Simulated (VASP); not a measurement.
# HfN in VASP: further runs

Runs on HfN. Level: PBEsol. Tasks: single point.

Everything below comes from runs of VASP 6.6.1. Logs are shortened: lines on timing, memory, paths and dates and some standing lists are left out, and cuts for length are marked.

## (1) The cell of the first run

The structure is trigonal, space group R-3m (No. 166). The conventional cell has a = 3.179 Å, b = 3.179 Å, c = 7.904 Å, α = 90.00°, β = 90.00°, γ = 120.00°. Within 3.0 Å of Hf (site symmetry -3m) lie 6 N at 2.26 Å. N (site symmetry -3m) has 6 Hf at 2.26 Å within 3.0 Å.

## (2) Single point, PBEsol (equal xy, yz and zx shear strains of +1 %)

The input, INCAR:

```
SYSTEM = HfN
PREC = Accurate ; ENCUT = 520
EDIFF = 1E-6 ; ISMEAR = -1
SIGMA = 0.01 ; LREAL = .FALSE.
LASPH = .TRUE. ; NELM = 100
ALGO = Normal ; ISIF = 2
LWAVE = .FALSE. ; LCHARG = .FALSE.
GGA = PS ; NBANDS = 14
```

The input, KPOINTS:

```
regular mesh
0
G
  10 10 10
  0 0 0
```

The input, POSCAR:

```
HfN
1.0
    0.0225900000      2.2702950000      2.2702950000
    2.2702950000      0.0225900000      2.2702950000
    2.2702950000      2.2702950000      0.0225900000
Hf N
1 1
Direct
    0.0000000000      0.0000000000      0.0000000000
    0.5000000000      0.5000000000      0.5000000000
```

Potentials or basis: VASP PAW PBE potentials, release 64 (Hf_pv, N).

Command:

```sh
$ cat potpaw_PBE.64/Hf_pv/POTCAR potpaw_PBE.64/N/POTCAR > POTCAR
$ mpirun -np 1 vasp_std > vasp.out
```

OUTCAR:

```text
SYSTEM = HfN
   PREC = Accurate
   ENCUT = 520
   EDIFF = 1E-6
   ISMEAR = -1
   LREAL = .FALSE.
   LASPH = .TRUE.
   NELM = 100
   ISIF = 2
   GGA = PS

 ion  position               nearest neighbor table
   1  0.000  0.000  0.000-   2 2.26   2 2.26   2 2.26   2 2.26   2 2.26   2 2.26
   2  0.500  0.500  0.500-   1 2.26   1 2.26   1 2.26   1 2.26   1 2.26   1 2.26

  LATTYP: Found a trigonal (rhomboedric) cell.
 ALAT       =     3.2107614490
 COS(alpha) =     0.5099250056

  Lattice vectors:

 A1 = (   0.0225900000,   2.2702950000,   2.2702950000)
 A2 = (   2.2702950000,   0.0225900000,   2.2702950000)
 A3 = (   2.2702950000,   2.2702950000,   0.0225900000)

Analysis of symmetry for initial positions (statically):
=====================================================================
 Subroutine PRICEL returns:
 Original cell was already a primitive cell.

 Routine SETGRP: Setting up the symmetry group for a
 trigonal (rhombohedral) supercell.

 Subroutine GETGRP returns: Found 12 space group operations
 (whereof 12 operations were pure point group operations)
 out of a pool of 12 trial point group operations.

The static configuration has the point symmetry D_3d.

Analysis of symmetry for dynamics (positions and initial velocities):
=====================================================================
 Subroutine PRICEL returns:
 Original cell was already a primitive cell.

 Routine SETGRP: Setting up the symmetry group for a
 trigonal (rhombohedral) supercell.

 Subroutine GETGRP returns: Found 12 space group operations
 (whereof 12 operations were pure point group operations)
 out of a pool of 12 trial point group operations.

The dynamic configuration has the point symmetry D_3d.

 Subroutine INISYM returns: Found 12 space group operations
 (whereof 12 operations are pure point group operations),
 and found     1 'primitive' translations

----------------------------------------------------------------------------------------

                                     Primitive cell

  volume of cell :      23.0540

  direct lattice vectors                    reciprocal lattice vectors
     0.022590000  2.270295000  2.270295000    -0.223550354  0.221347887  0.221347887
     2.270295000  0.022590000  2.270295000     0.221347887 -0.223550354  0.221347887
     2.270295000  2.270295000  0.022590000     0.221347887  0.221347887 -0.223550354

  length of vectors
     3.210761449  3.210761449  3.210761449     0.384661585  0.384661585  0.384661585

  position of ions in fractional coordinates (direct lattice)
     0.000000000  0.000000000  0.000000000
     0.500000000  0.500000000  0.500000000

  ion indices of the primitive-cell ions
   primitive index   ion index
                 1           1
                 2           2

----------------------------------------------------------------------------------------

 KPOINTS: regular mesh

Automatic generation of k-mesh.
 Grid dimensions read from file:
 generate k-points for:   10   10   10

 Generating k-lattice:

  Cartesian coordinates                     Fractional coordinates (reciprocal lattice)
    -0.022355035  0.022134789  0.022134789     0.100000000  0.000000000  0.000000000
     0.022134789 -0.022355035  0.022134789     0.000000000  0.100000000  0.000000000
     0.022134789  0.022134789 -0.022355035     0.000000000  0.000000000  0.100000000

  Length of vectors
     0.038466158  0.038466158  0.038466158

  Shift w.r.t. Gamma in fractional coordinates (k-lattice)
     0.000000000  0.000000000  0.000000000

 Subroutine IBZKPT returns following result:
 ===========================================

 Found    116 irreducible k-points:

 Following reciprocal coordinates:
            Coordinates               Weight
  0.000000  0.000000  0.000000      1.000000
  0.100000 -0.000000  0.000000      6.000000
  0.200000 -0.000000  0.000000      6.000000
  0.300000 -0.000000 -0.000000      6.000000
  0.400000  0.000000  0.000000      6.000000
  0.500000  0.000000  0.000000      3.000000
[... 16 lines left out ...]
  0.300000  0.300000 -0.000000      6.000000
  0.400000  0.300000 -0.000000     12.000000
 [... further k-points ...]
   k-points           NKPTS =    116   k-points in BZ     NKDIM =    116   number of bands    NBANDS=     14
   number of dos      NEDOS =    301   number of ions     NIONS =      2
   total plane-waves  NPLWV =  13824
   dimension x,y,z NGX =    24 NGY =   24 NGZ =   24
   dimension x,y,z NGXF=    48 NGYF=   48 NGZF=   48
   ions per type =               1   1
   NGX,Y,Z   is equivalent  to a cutoff of  12.43, 12.43, 12.43 a.u.
   NGXF,Y,Z  is equivalent  to a cutoff of  24.85, 24.85, 24.85 a.u.
 SYSTEM =  HfN
   PREC   = accura    normal or accurate (medium, high low for compatibility)
   ISTART =      0    job   : 0-new  1-cont  2-samecut
   ICHARG =      2    charge: 1-file 2-atom 10-const
   ISPIN  =      1    spin polarized calculation?
   LNONCOLLINEAR =      F non collinear calculations
   LSORBIT =      F    spin-orbit coupling
   LASPH  =      T    aspherical Exc in radial PAW
   ENCUT  =  520.0 eV  38.22 Ry    6.18 a.u.   5.97  5.97  5.97*2*pi/ulx,y,z
   NELM   =    100;   NELMIN=  2; NELMDL= -5     # of ELM steps
   EDIFF  = 0.1E-05   stopping-criterion for ELM
   LREAL  =      F    real-space projection
   EDIFFG = 0.1E-04   stopping-criterion for IOM
   NSW    =      0    number of steps for IOM
   IBRION =     -1    ionic relax: 0-MD 1-quasi-New 2-CG
   NFREE  =      0    steps in history (QN), initial steepest desc. (CG)
   ISIF   =      2    stress and relaxation
   ISYM   =      2    0-nonsym 1-usesym 2-fastsym
   POTIM  = 0.5000    time-step for ionic-motion
   TEBEG  =    0.0;   TEEND  =   0.0 temperature during run
   PSTRESS=    0.0 pullay stress
   NELECT =      15.0000    total number of electrons
   NUPDOWN=      -1.0000    fix difference up-down
   EMIN   =  10.00;   EMAX   =-10.00  energy-range for DOS
   EFERMI =   0.00;   METHOD = LEGACY
   ISMEAR =    -1;   SIGMA  =   0.01  broadening in eV -4-tet -1-fermi 0-gaus
   EFERMI_NEDOS =   21; number of points for ismear=-14 and -15
   IALGO  =     38    algorithm
   IMIX   =      4    mixing-type and parameters
     AMIX     =   0.40;   BMIX     =  1.00
     AMIX_MAG =   1.60;   BMIX_MAG =  1.00
  volume/ion in A,a.u.               =      11.53        77.79
  Fermi-wavevector in a.u.,A,eV,Ry     =   1.418589  2.680744 27.380283  2.012394
  Thomas-Fermi vector in A             =   2.539698
   LORBIT       =      0    0 simple, 1 ext, 2 COOP (PROOUT), +10 PAW based schemes
   GGA     = PS    functional components
   LHFCALC =     F    Hartree Fock is set to
   AEXX    =    0.0000 exact exchange contribution
   IVDW    =     0    specifies the selected vdW correction
   LEPSILON=     F    determine dielectric tensor
   LRPA    =     F    only Hartree local field effects (RPA)
 non-spin polarized calculation
  energy-cutoff  :      520.00
  volume of cell :       23.05
 maximum number of plane-waves:       632
   NGX = 11   NGY = 11   NGZ = 11

 number of electron      15.0000000 magnetization

 Free energy of the ion-electron system (eV)
  ---------------------------------------------------
  ext. energy  EPLUGINS =         0.00000000
  ---------------------------------------------------
  free energy    TOTEN  =       -22.97689638 eV

  energy without entropy =      -22.97644429  energy(sigma->0) =      -22.97667034

 E-fermi :   8.2380     XC(G=0): -12.8940

 val. band max:        8.2336165752   @ k =   0.1000   0.1000   0.1000
 cond. band min:       8.2406236197   @ k =  -0.4000   0.3000  -0.0000
 fundamental gap:      0.0070070444
 Fermi energy:         8.2380401514

 k-point     1 :       0.0000    0.0000    0.0000
  band No.  band energies     occupation
      1     -22.8644      2.00000
      2     -22.8484      2.00000
      3     -22.8484      2.00000
      4      -9.2447      2.00000
      5       5.1549      2.00000
      6       5.2363      2.00000
      7       5.2363      2.00000
      8       7.6682      2.00000
      9       7.9065      2.00000
     10       7.9065      2.00000
     11      10.0188      0.00000
     12      10.1504      0.00000
     13      10.1504      0.00000
     14      17.7417      0.00000

 k-point     2 :       0.1000   -0.0000    0.0000
  band No.  band energies     occupation
      1     -22.9531      2.00000
      2     -22.8706      2.00000
      3     -22.8578      2.00000
      4      -9.0125      2.00000
      5       4.3006      2.00000
      6       4.6022      2.00000
      7       4.6909      2.00000
      8       7.9820      2.00000
      9       8.1328      1.99995
     10       8.2297      1.39252
     11      10.7318      0.00000
     12      10.9005      0.00000
     13      10.9018      0.00000
     14      18.5272      0.00000

 k-point     3 :       0.2000   -0.0000    0.0000
  band No.  band energies     occupation
      1     -23.2116      2.00000
      2     -22.8918      2.00000
      3     -22.8823      2.00000
      4      -8.3885      2.00000
      5       2.6167      2.00000
      6       3.5830      2.00000
      7       3.6941      2.00000
      8       8.4418      0.00000
      9       8.8610      0.00000
     10       9.0560      0.00000
     11      12.1899      0.00000
     12      12.5802      0.00000
     13      12.5903      0.00000
     14      20.3874      0.00000
[... 324 lines left out ...]
 k-point    23 :       0.3000    0.3000   -0.0000
  band No.  band energies     occupation
      1     -23.4268      2.00000
      2     -23.0673      2.00000
      3     -23.0509      2.00000
      4      -7.9359      2.00000
      5       1.3861      2.00000
      6       4.3181      2.00000
      7       4.3929      2.00000
      8       5.2599      2.00000
      9      11.4379      0.00000
     10      11.9440      0.00000
     11      12.2677      0.00000
     12      12.3403      0.00000
     13      17.2023      0.00000
     14      20.4355      0.00000

 k-point    24 :       0.4000    0.3000   -0.0000
  band No.  band energies     occupation
      1     -23.5360      2.00000
      2     -23.1148      2.00000
      3     -23.0997      2.00000
      4      -7.8219      2.00000
      5       1.6046      2.00000
      6       3.6172      2.00000
      7       4.0543      2.00000
      8       5.7264      2.00000
      9      12.2774      0.00000
     10      12.7684      0.00000
     11      12.9421      0.00000
     12      13.0557      0.00000
     13      17.3653      0.00000
     14      19.4835      0.00000

 [... further k-points ...]
[... 5 lines left out ...]
  --------------------------------------------------------------------------------------
  -------------------------------------------------------------------------------------
  Total       -0.7422670     -0.7422670     -0.7422670     -0.1466213     -0.1466213     -0.1466213
  in kB      -51.5851262    -51.5851262    -51.5851262    -10.1897031    -10.1897031    -10.1897031
  external PRESSURE =     -51.5851262 kB  Pullay stress =       0.0000000 kB

 VOLUME and BASIS-vectors are now :
 -----------------------------------------------------------------------------
  energy-cutoff  :      520.00
  volume of cell :       23.05
      direct lattice vectors                 reciprocal lattice vectors
     0.022590000  2.270295000  2.270295000    -0.223550354  0.221347887  0.221347887
     2.270295000  0.022590000  2.270295000     0.221347887 -0.223550354  0.221347887
     2.270295000  2.270295000  0.022590000     0.221347887  0.221347887 -0.223550354

 POSITION                                       TOTAL-FORCE (eV/Angst)
 -----------------------------------------------------------------------------------
      0.00000      0.00000      0.00000         0.000000     -0.000000     -0.000000
      2.28159      2.28159      2.28159        -0.000000      0.000000      0.000000
 -----------------------------------------------------------------------------------
    total drift:                                0.000000     -0.000000     -0.000000

  FREE ENERGIE OF THE ION-ELECTRON SYSTEM (eV)
  ---------------------------------------------------
  free  energy   TOTEN  =       -22.9768963834 eV

  energy  without entropy=      -22.9764442917  energy(sigma->0) =      -22.97667034
```

It took 9.7 s on 1 thread of Intel Xeon 6975P-C (Granite Rapids), shared host; peak memory 0.16 GiB.

What came out:

| Property | Result |
| --- | --- |
| Free energy | -22.9769 eV |
| Pressure | -5.2 GPa |

Stress tensor (GPa, compression positive):
```
-5.16 -1.02 -1.02
-1.02 -5.16 -1.02
-1.02 -1.02 -5.16
```

Levels at points of the mesh, in eV from the Fermi level:
```
           k point  band 4  band 5  band 6  band 7  band 8  band 9  band 10  band 11
(0.00, 0.00, 0.00)  -17.48   -3.08   -3.00   -3.00   -0.57   -0.33    -0.33     1.78
(0.50, 0.00, 0.00)  -14.70   -8.94   -6.31   -6.17    3.19    3.67     3.83     4.35
(0.50, 0.50, 0.00)  -16.37   -5.43   -3.88   -3.74   -3.66    4.05     5.46     5.52
(0.50, 0.50, 0.50)  -14.73   -8.96   -6.13   -6.13    3.20    3.59     3.59     4.41
```

Caveat: the cell differs from its parent crystal (equal xy, yz and zx shear strains of +1 %); the PAW data sets were made with another functional, which shifts forces and pressure a little; spin-orbit coupling is left out, which moves the levels of the heavy elements.

## (3) Single point, PBEsol (volume scaled by 0.96)

The input, INCAR:

```
  PREC = Accurate
  ENCUT = 600
  EDIFF = 1E-6
  ISMEAR = -1
  SIGMA = 0.01
  LREAL = False
  LASPH = True
  NELM = 120
  ALGO = Normal
  ISIF = 2
  LWAVE = False
  LCHARG = False
  GGA = PS
  NBANDS = 14
  GGA_COMPAT = False
```

The input, KPOINTS:

```
Automatic mesh
0
Gamma
  10 10 10
```

The input, POSCAR:

```
HfN
1.0
    0.0000000000      2.2284692304      2.2284692304
    2.2284692304      0.0000000000      2.2284692304
    2.2284692304      2.2284692304      0.0000000000
Hf N
1 1
Direct
    0.0000000000      0.0000000000      0.0000000000
    0.5000000000      0.5000000000      0.5000000000
```

Potentials or basis: VASP PAW PBE potentials, release 64 (Hf_pv, N).

Command:

```sh
$ cat potpaw_PBE.64/Hf_pv/POTCAR potpaw_PBE.64/N/POTCAR > POTCAR
$ mpirun -np 1 vasp_std > vasp.out
```

It took 35 s on 1 thread of Intel Xeon 8259CL, shared host; peak memory 0.17 GiB.

The run converged. Its results:

* Free energy: -22.9770 eV
* Pressure: 6.8 GPa

Levels at points of the mesh, in eV from the Fermi level:
| k point | band 4 | band 5 | band 6 | band 7 | band 8 | band 9 | band 10 | band 11 | band 12 | band 13 |
| --- | --- | --- | --- | --- | --- | --- | --- | --- | --- | --- |
| (0.00, 0.00, 0.00) | -17.72 | -3.07 | -3.07 | -3.07 | -0.42 | -0.42 | -0.42 | 2.02 | 2.02 | 2.18 |
| (0.50, 0.00, 0.00) | -14.69 | -9.18 | -6.42 | -6.42 | 3.46 | 3.90 | 3.90 | 4.60 | 9.34 | 9.34 |
| (0.50, 0.50, 0.00) | -16.59 | -5.40 | -4.06 | -3.71 | -3.71 | 4.29 | 5.85 | 5.85 | 6.08 | 8.45 |

Caveat: the PAW data sets were made with another functional, which shifts forces and pressure a little; spin-orbit coupling is left out, which moves the levels of the heavy elements.

## (4) Single point, PBEsol (volume scaled by 0.99)

The input, INCAR:

```
ALGO = Normal
EDIFF = 1E-6
ENCUT = 600
GGA = PS
GGA_COMPAT = F
ISIF = 2
ISMEAR = -1
LASPH = T
LCHARG = F
LREAL = F
LWAVE = F
NBANDS = 14
NELM = 120
PREC = Accurate
SIGMA = 0.01
```

The input, KPOINTS:

```
k-points
0
Gamma
  10 10 10
```

The input, POSCAR:

```
HfN
1.0
    0.0000000000      2.2514447596      2.2514447596
    2.2514447596      0.0000000000      2.2514447596
    2.2514447596      2.2514447596      0.0000000000
Hf N
1 1
Direct
    0.0000000000      0.0000000000      0.0000000000
    0.5000000000      0.5000000000      0.5000000000
```

Command:

```sh
$ cat potpaw_PBE.64/Hf_pv/POTCAR potpaw_PBE.64/N/POTCAR > POTCAR
$ mpirun -np 1 vasp_std > vasp.out
```

Wall time 38 s (1 thread of Intel Xeon 8259CL, shared host); peak memory 0.17 GiB.

It converged, with:

- Free energy: -22.9867 eV
- Pressure: -2.5 GPa

Levels at points of the mesh, in eV from the Fermi level:
```tsv
k point	band 4	band 5	band 6	band 7	band 8	band 9	band 10	band 11	band 12	band 13
(0.00, 0.00, 0.00)	-17.53	-3.03	-3.03	-3.03	-0.40	-0.40	-0.40	1.88	1.94	1.94
(0.50, 0.00, 0.00)	-14.70	-8.99	-6.26	-6.26	3.31	3.74	3.74	4.43	8.96	8.96
(0.50, 0.50, 0.00)	-16.41	-5.42	-3.92	-3.70	-3.70	4.12	5.60	5.60	5.70	8.04
```

Caveat: the PAW data sets were made with another functional, which shifts forces and pressure a little; spin-orbit coupling is left out, which moves the levels of the heavy elements.

## (5) Overview

```csv
cell,cutoff (eV),gap on the mesh (eV),pressure (GPa)
"a = 3.211 Å, angles 59.3°, 2 atoms",520,none,-5.2
"a = 3.152 Å, angles 60.0°, 2 atoms",600,none,6.8
"a = 3.184 Å, angles 60.0°, 2 atoms",600,none,-2.5
```

Alike in all rows: task single point; level PBEsol; potentials or basis VASP PAW PBE potentials, release 64 (Hf_pv, N); no spin polarisation; k mesh 10 × 10 × 10; smearing fermi-dirac 0.01 eV.

Caveats: the PAW data sets were made with another functional, which shifts forces and pressure a little; spin-orbit coupling is left out, which moves the levels of the heavy elements.

Total energies depend on the potentials used, so only differences within one code and one set of settings carry meaning.
